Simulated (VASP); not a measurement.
A run of VASP 6.6.1 is set up as follows.

File INCAR:

```
PREC = Accurate
ENCUT = 520
EDIFF = 1E-6
ISMEAR = 0
SIGMA = 0.15
LREAL = F
LASPH = T
NELM = 80
ALGO = Normal
ISIF = 2
LWAVE = F
LCHARG = F
GGA = PE
NBANDS = 14
```

The input KPOINTS:

```
Automatic mesh
0
Gamma
  16 16 16
```

POSCAR

```
HfN
1.0
    0.0000000000      2.2738140414      2.2738140414
    2.2738140414      0.0000000000      2.2738140414
    2.2738140414      2.2738140414      0.0000000000
Hf N
1 1
Direct
    0.0000000000      0.0013390996      0.0000000000
    0.5000000000      0.4829361596      0.5000000000
```

Potentials or basis: VASP PAW PBE potentials, release 64 (Hf_pv, N).

Command:

```bash
$ cat potpaw_PBE.64/Hf_pv/POTCAR potpaw_PBE.64/N/POTCAR > POTCAR
$ mpirun -np 1 vasp_std > vasp.out
```

Question: What does it give for the largest force?

Answer: 0.646 eV/Å.

Question: Predict the pressure.

Answer: -1.9 GPa.

Stress tensor (GPa, compression positive):
```
-1.65  0.00 -0.06
 0.00 -2.29  0.00
-0.06  0.00 -1.65
```

Caveat: the cell differs from its parent crystal (mode 4 frozen in at -0.039 Å and mode 6 at -0.039 Å (largest displacements)).
